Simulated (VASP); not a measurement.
Write the native input for VASP 6.6.1 that does the following.

| Property | Result |
| --- | --- |
| Task | single point |
| Functional | PBE |
| Potentials or basis | VASP PAW PBE potentials, release 64 (Cr_pv) |
| Cutoff | 520 eV |
| k mesh | 26 × 26 × 26 |
| Occupations | gaussian, width 0.1 eV |
| Spin | no spin polarisation |
| Dipole correction | no |
| Further INCAR settings | ALGO = Fast; EDIFF = 1e-06; NBANDS = 12 |

The structure of Cr lies in POSCAR:

```
Cr
1.0
   -1.4240761252      1.4240761252      1.4240761252
    1.4240761252     -1.4240761252      1.4240761252
    1.4240761252      1.4240761252     -1.4240761252
Cr
1
Direct
    0.0000000000      0.0000000000      0.0000000000
```

The input as run:

INCAR

```
PREC     = Accurate       # precision mode
ENCUT    = 520            # plane-wave cutoff, eV
EDIFF    = 1E-6           # SCF threshold, eV
ISMEAR   = 0              # smearing method
SIGMA    = 0.1            # smearing width, eV
LREAL    = F              # projectors in reciprocal space
LASPH    = T              # aspherical terms in the spheres
NELM     = 60             # most SCF steps
ALGO     = Fast           # electronic algorithm
ISIF     = 2              # what is computed and relaxed
LWAVE    = F              # write WAVECAR
LCHARG   = F              # write CHGCAR
GGA      = PE             # functional
NBANDS   = 12             # bands
```

KPOINTS

```
Automatic mesh
0
Gamma
  26 26 26
```

Potentials or basis: VASP PAW PBE potentials, release 64 (Cr_pv).

Run with:

```bash
$ cat potpaw_PBE.64/Cr_pv/POTCAR > POTCAR
$ mpirun -np 1 vasp_std > vasp.out
```

It gave:

```json
{
  "Pressure": "-0.3 GPa",
  "Band gap on the k mesh": "zero (bands 6 and 7 overlap by 3.35 eV)"
}
```

Caveat: the run has no spin polarisation, though such a crystal can be magnetic.

Wall time 88 s on 1 thread of Intel Xeon 8259CL, with other jobs on the host, peak memory 0.17 GiB.
